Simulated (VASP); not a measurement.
# AlSi8O16 (a cell with a defect) in VASP: single point with PBE+D3(BJ)

Aim: the single point of AlSi8O16 (a cell with a defect) with PBE+D3(BJ).

All numbers are computed with VASP 6.6.1; they aren't measurements. Logs are shortened: lines on timing, memory, paths and dates and some standing lists are left out, and cuts for length are marked.

## (1) The cell of the first run

The cell holds a defect, 25 atoms: a = 7.000 Å, b = 7.000 Å, c = 6.876 Å, α = 90.00°, β = 90.00°, γ = 90.00°.

## (2) Single point, PBE+D3(BJ), collinear spin

Input file INCAR:

```
SYSTEM = AlSi8O16
PREC = Accurate
ENCUT = 520
EDIFF = 1E-6
ISMEAR = 0
SIGMA = 0.05
LREAL = Auto
LASPH = .TRUE.
NELM = 150
ALGO = Normal
ISIF = 2
LWAVE = .FALSE.
LCHARG = .FALSE.
ISPIN = 2
MAGMOM = 0 0 0 0 0 0 0 0 0 0 0 0 0 0 0 0 0 0 0 0 0 0 0 0 1
LORBIT = 11
GGA = PE
IVDW = 12
NBANDS = 88
```

Input file KPOINTS:

```
Automatic mesh
0
G
  2 2 2
  0 0 0
```

Input file POSCAR:

```
AlSi8O16
1.0
   -4.9501000000     -4.9501000000      0.0000000000
    4.9501000000     -4.9501000000      0.0000000000
    0.0000000000      0.0000000000      6.8760000000
Si O Al
8 16 1
Direct
    0.2135409669      0.5069279866      0.0085289383
    0.0118987522      0.1734059594      0.2368182780
    0.8078994807      0.5114381888      0.4653710386
   -0.0207243098      0.7731200149      0.7540623316
    0.7020524933      0.0122650318     -0.0220596469
    0.4930292850      0.7298741724      0.2565049466
    0.2944733862     -0.0058888330      0.5314070785
    0.5042461049      0.3256406834      0.7494086180
    0.3166310214      0.5840335830      0.2025505649
    0.9224718822      0.3325783271      0.3761623710
    0.6760667143      0.4438713846      0.6472249055
    0.0404566650      0.6476054825      0.9438745627
    0.9658440656      0.6616660704      0.5476797192
    0.6835397853      0.6010821383      0.2908319914
    0.1197648132      0.2910883663      0.0556177073
    0.3569284162      0.4891600078      0.8247167534
    0.8475883078      0.0270778885      0.1686089314
    0.4376268299      0.8232248206      0.4685530542
    0.1525314471      0.9337977120      0.7162941775
    0.5622941166      0.2016307045      0.9389400372
    0.4150322019      0.1834023711      0.5868169938
    0.1699146061      0.0427362461      0.3402774144
    0.5285219773      0.8786050315      0.0824078710
    0.7684526847      0.8569530313      0.8038257683
    0.9784950059      0.2232186299      0.7854909940
```

Potentials or basis: VASP PAW PBE potentials, release 64 (Si, O, Al).

Command:

```console
$ cat potpaw_PBE.64/Si/POTCAR potpaw_PBE.64/O/POTCAR potpaw_PBE.64/Al/POTCAR > POTCAR
$ mpirun -np 1 vasp_std > vasp.out
```

OUTCAR:

```text
SYSTEM = AlSi8O16
   PREC = Accurate
   ENCUT = 520
   EDIFF = 1E-6
   ISMEAR = 0
   LREAL = Auto
   LASPH = .TRUE.
   NELM = 150
   ISIF = 2
   ISPIN = 2
   LORBIT = 11
   GGA = PE
   IVDW = 12
 IVDW          = 12

 ion  position               nearest neighbor table
   1  0.214  0.507  0.009-   9 1.61  16 1.62  12 1.62  15 1.68   8 2.99  25 3.00   6 3.03   4 3.04
                             2 3.15
   2  0.012  0.173  0.237-  10 1.60  22 1.60  17 1.61  15 1.67   5 3.02   7 3.10  25 3.13   1 3.15

   3  0.808  0.511  0.465-  10 1.61  14 1.61  11 1.62  13 1.63   4 2.96   6 3.04  25 3.22
   4  0.979  0.773  0.754-  13 1.62  24 1.62  12 1.63  19 1.67   3 2.96   5 2.99   1 3.04   7 3.10
                            25 3.16
   5  0.702  0.012  0.978-  17 1.66  20 1.67  24 1.68  23 1.69  25 2.77   4 2.99   2 3.02   8 3.03
                             6 3.12
   6  0.493  0.730  0.257-  23 1.61  14 1.63  18 1.64   9 1.64   7 2.99   1 3.03   3 3.04   5 3.12

   7  0.294  0.994  0.531-  22 1.61  21 1.62  18 1.62  19 1.67   6 2.99   2 3.10   4 3.10   8 3.13
                            25 3.24
   8  0.504  0.326  0.749-  20 1.62  11 1.62  21 1.62  16 1.63   1 2.99   5 3.03   7 3.13
   9  0.317  0.584  0.203-   1 1.61   6 1.64
  10  0.922  0.333  0.376-   2 1.60   3 1.61
  11  0.676  0.444  0.647-   8 1.62   3 1.62
  12  0.040  0.648  0.944-   1 1.62   4 1.63
  13  0.966  0.662  0.548-   4 1.62   3 1.63
  14  0.684  0.601  0.291-   3 1.61   6 1.63
  15  0.120  0.291  0.056-   2 1.67   1 1.68  25 2.16
  16  0.357  0.489  0.825-   1 1.62   8 1.63
  17  0.848  0.027  0.169-   2 1.61   5 1.66
  18  0.438  0.823  0.469-   7 1.62   6 1.64
  19  0.153  0.934  0.716-   7 1.67   4 1.67  25 2.41
  20  0.562  0.202  0.939-   8 1.62   5 1.67
  21  0.415  0.183  0.587-   7 1.62   8 1.62
  22  0.170  0.043  0.340-   2 1.60   7 1.61
  23  0.529  0.879  0.082-   6 1.61   5 1.69
  24  0.768  0.857  0.804-   4 1.62   5 1.68
  25  0.978  0.223  0.785-  15 2.16  19 2.41   5 2.77   1 3.00   2 3.13   4 3.16   3 3.22   7 3.24

  LATTYP: Found a simple tetragonal cell.
 ALAT       =     7.0004985551
 C/A-ratio  =     0.9822157588

  Lattice vectors:

 A1 = (  -4.9501000000,  -4.9501000000,   0.0000000000)
 A2 = (   4.9501000000,  -4.9501000000,   0.0000000000)
 A3 = (   0.0000000000,   0.0000000000,   6.8760000000)

Analysis of symmetry for initial positions (statically):
=====================================================================
 Subroutine PRICEL returns:
 Original cell was already a primitive cell.

 Routine SETGRP: Setting up the symmetry group for a
 simple tetragonal supercell.

 Subroutine GETGRP returns: Found  1 space group operations
 (whereof  1 operations were pure point group operations)
[... 204 lines left out ...]
  free energy    TOTEN  =      -188.68656652 eV

  energy without entropy =     -188.68656652  energy(sigma->0) =     -188.68656652

 E-fermi :   5.6728     XC(G=0):  -8.9597

 val. band max:        5.4272809230   @ k =   0.0000   0.0000   0.0000
 cond. band min:       6.2416232738   @ k =   0.5000   0.0000   0.0000
 fundamental gap:      0.8143423508
 Fermi energy:         5.6727554272

 spin component 1

 k-point     1 :       0.0000    0.0000    0.0000
  band No.  band energies     occupation
      1     -18.6274      1.00000
      2     -17.9109      1.00000
      3     -17.7416      1.00000
      4     -17.7165      1.00000
      5     -17.6551      1.00000
      6     -17.4467      1.00000
[... 629 lines left out ...]
     76      10.0050      0.00000
     77      10.1233      0.00000
 Fermi energy:         5.6727554272

 spin component 2

 k-point     1 :       0.0000    0.0000    0.0000
  band No.  band energies     occupation
      1     -18.6105      1.00000
      2     -17.8979      1.00000
      3     -17.7236      1.00000
      4     -17.7090      1.00000
      5     -17.6354      1.00000
      6     -17.4425      1.00000
[... 629 lines left out ...]
     76      10.0914      0.00000
     77      10.1512      0.00000
 [bands above 77 left out]

------------------------ aborting loop because EDIFF is reached ----------------------------------------

 Edisp (eV)   -3.47512

 E8    (eV) :    -1.1950

  FORCE on cell =-STRESS in cart. coord.  units (eV):
  Direction    XX          YY          ZZ          XY          YZ          ZX
  --------------------------------------------------------------------------------------
  -------------------------------------------------------------------------------------
  Total       7.95308     1.59423     5.09442    -0.23973    -4.70956    -1.69779
  in kB      37.81394     7.57999    24.22206    -1.13981   -22.39222    -8.07238
  external pressure =       23.21 kB  Pullay stress =        0.00 kB

 VOLUME and BASIS-vectors are now :
 -----------------------------------------------------------------------------
  energy-cutoff  :      520.00
  volume of cell :      336.97
      direct lattice vectors                 reciprocal lattice vectors
    -4.950100000 -4.950100000  0.000000000    -0.101008060 -0.101008060  0.000000000
     4.950100000 -4.950100000  0.000000000     0.101008060 -0.101008060  0.000000000
     0.000000000  0.000000000  6.876000000     0.000000000  0.000000000  0.145433392

 POSITION                                       TOTAL-FORCE (eV/Angst)
 -----------------------------------------------------------------------------------
      1.45230     -3.56639      0.05864        -0.004805      0.052326      0.019813
      0.79948     -0.91728      1.62836        -0.015966     -0.024827     -0.007382
     -1.46751     -6.53085      3.19989        -0.048279     -0.014883     -0.009473
     -1.02049     -8.67453      5.18493        -0.009183     -0.015617      0.009591
     -3.41452     -3.53594      6.72432         0.013945      0.020706      0.010364
      1.17241     -6.05349      1.76373        -0.010917      0.026110      0.019536
[... 17 lines left out ...]
      0.43809     -8.04592      5.52711        -0.003530      0.003763     -0.011815
     -3.73869     -5.94860      5.40104         0.005521     -0.010495      0.000741
 -----------------------------------------------------------------------------------
    total drift:                               -0.002311     -0.003237      0.007274

  FREE ENERGIE OF THE ION-ELECTRON SYSTEM (eV)
  ---------------------------------------------------
  free  energy   TOTEN  =      -192.1616827564 eV

  energy  without entropy=     -192.1616827564  energy(sigma->0) =     -192.16168276

 total charge

# of ion       s       p       d       tot
------------------------------------------
    1        0.646   0.982   0.000   1.628
    2        0.646   1.000   0.000   1.646
    3        0.643   0.997   0.000   1.641
    4        0.646   0.975   0.000   1.621
    5        0.629   0.911   0.000   1.540
    6        0.644   0.981   0.000   1.625
[... 17 lines left out ...]
   24        1.564   3.627   0.000   5.191
   25        0.606   0.208   0.000   0.814
--------------------------------------------------
tot         30.621  66.801   0.000  97.422

 magnetization (x)

# of ion       s       p       d       tot
------------------------------------------
    1       -0.000   0.000   0.000   0.000
    2        0.000   0.002   0.000   0.002
    3        0.000  -0.000   0.000  -0.000
    4       -0.000   0.001   0.000   0.001
    5        0.015   0.031   0.000   0.046
    6        0.000   0.000   0.000   0.000
[... 17 lines left out ...]
   24        0.005   0.041   0.000   0.046
   25        0.004   0.118   0.000   0.122
--------------------------------------------------
tot          0.043   0.317   0.000   0.359
```

stdout:

```text
POSCAR found type information on POSCAR SiO Al
 POSCAR found :  3 types and      25 ions
 scaLAPACK will be used
 LDA part: xc-table for (Slater+PW92), standard interpolation
 POSCAR, INCAR and KPOINTS ok, starting setup
 FFT: planning ... GRIDC
 FFT: planning ... GRID_SOFT
 FFT: planning ... GRID
 WAVECAR not read
 entering main loop
```

Wall time 22 min (1 thread of Oxide Virtual Turin-like, shared host); peak memory 0.64 GiB.

What came out:

- Free energy: -192.1617 eV
- Pressure: 2.3 GPa
- Largest force: 0.059 eV/Å
- Band gap on the k mesh: 0.81 eV
- Net moment: 1.00 μB per cell
- Site moments: Si +0.00, -0.00, +0.05 (each value once); O +0.00, +0.01, -0.00, +0.04, +0.05 (each value once); Al +0.12 μB
- Valence electrons inside the program's atomic spheres: Si 1.63, 1.65, 1.64, 1.62, 1.54 (each value once); O 5.23, 5.27, 5.25, 5.24, 5.21, 5.22, 5.19, 5.26 (each value once); Al 0.81
- Dispersion energy per atom: -0.139 eV

Forces in eV/Å, atoms in the order of the input:
```
Si  -0.005  0.052  0.020
Si  -0.016 -0.025 -0.007
Si  -0.048 -0.015 -0.009
Si  -0.009 -0.016  0.010
Si   0.014  0.021  0.010
Si  -0.011  0.026  0.020
Si  -0.004 -0.013 -0.008
Si   0.035 -0.038 -0.029
O    0.002 -0.017  0.006
O    0.013 -0.008 -0.003
O   -0.023  0.022 -0.010
O    0.003 -0.001 -0.016
O    0.009  0.007  0.009
O    0.017  0.002 -0.002
O    0.031 -0.002  0.016
O   -0.008  0.010 -0.005
O    0.004  0.017 -0.012
O   -0.017 -0.008 -0.018
O    0.017  0.020  0.002
O   -0.002 -0.008  0.001
O   -0.004  0.004  0.032
O    0.004 -0.003  0.025
O   -0.002 -0.021 -0.019
O   -0.004  0.004 -0.012
Al   0.006 -0.010  0.001
```

Stress tensor (GPa, compression positive):
```
 3.78 -0.11 -0.81
-0.11  0.76 -2.24
-0.81 -2.24  2.42
```

Caveat: the k points lie up to 0.46 Å⁻¹ apart.
